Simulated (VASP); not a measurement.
Here is a VASP 6.6.1 calculation.

The input INCAR:

```
PREC = Accurate
ENCUT = 520
EDIFF = 1E-7
ISMEAR = 0
SIGMA = 0.1
LREAL = False
LASPH = True
NELM = 60
ALGO = Normal
ISIF = 2
LWAVE = False
LCHARG = True
GGA = PE
LELF = True
LVHAR = True
NBANDS = 18
```

File KPOINTS:

```
regular mesh
0
Gamma
  4 4 4
```

The input POSCAR:

```
CsCd
1.0
    4.6434233615      0.0000000000      0.0000000000
    0.0000000000      4.6434233615      0.0000000000
    0.0000000000      0.0000000000      4.6434233615
Cs Cd
1 1
Direct
    0.0000000000      0.0000000000      0.0000000000
    0.5000000000      0.5000000000      0.5000000000
```

Potentials or basis: VASP PAW PBE potentials, release 64 (Cs_sv, Cd).

Command:

```sh
$ cat potpaw_PBE.64/Cs_sv/POTCAR potpaw_PBE.64/Cd/POTCAR > POTCAR
$ mpirun -np 1 vasp_std > vasp.out
```

**Question.** Estimate the pressure.

**Answer.** 0.4 GPa.
